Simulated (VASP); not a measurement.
Al: single point with PBE+D3(BJ)

The system is Al.

```
Al
1.0
     2.69969    0.00000    0.00000
    -1.34984    2.33800    0.00000
     0.00000    0.00000    8.91477
Al
4
Direct
  0.00000 0.00000 0.00000
  0.00000 0.00000 0.50000
  0.33333 0.66667 0.25000
  0.66667 0.33333 0.75000
```

* Program: VASP 6.6.1
* Task: single point
* Functional: PBE
* Dispersion: D3(BJ)
* Potentials or basis: VASP PAW PBE potentials, release 64 (Al)
* Cutoff: 520 eV
* k mesh: 14 × 14 × 4
* Occupations: fermi-dirac, width 0.08 eV
* Spin: no spin polarisation
* Dipole correction: no
* Further INCAR settings: ALGO = Normal; EDIFF = 1e-07; NBANDS = 14

| Property | Result |
| --- | --- |
| Pressure | 13.3 GPa |
| Band gap on the k mesh | zero (band 6 reaches 13.79 eV, above the bottom of band 7 at 7.90 eV) |
| Dispersion energy per atom | -0.397 eV |

Levels at points of the mesh, in eV from the Fermi level:
| k point | band 4 | band 5 | band 6 | band 7 | band 8 | band 9 |
| --- | --- | --- | --- | --- | --- | --- |
| (0.00, 0.00, 0.00) | -5.32 | -4.76 | 3.54 | 3.55 | 12.06 | 12.06 |
| (0.50, 0.00, 0.00) | -4.36 | -3.48 | -3.46 | 0.76 | 1.11 | 1.55 |
| (0.00, 0.00, 0.50) | -8.17 | -1.11 | -1.11 | 8.79 | 8.79 | 12.30 |
| (0.50, 0.00, 0.50) | -5.21 | -2.04 | -2.04 | -1.30 | -1.30 | 4.85 |

It took 19 s on 1 thread of Intel(R) Xeon(R) 6975P-C (Granite Rapids) (shared host), peak memory 0.19 GiB.

Caveat: three body term missing; pairwise dispersion overbinds metals, which lowers pressure and volume.
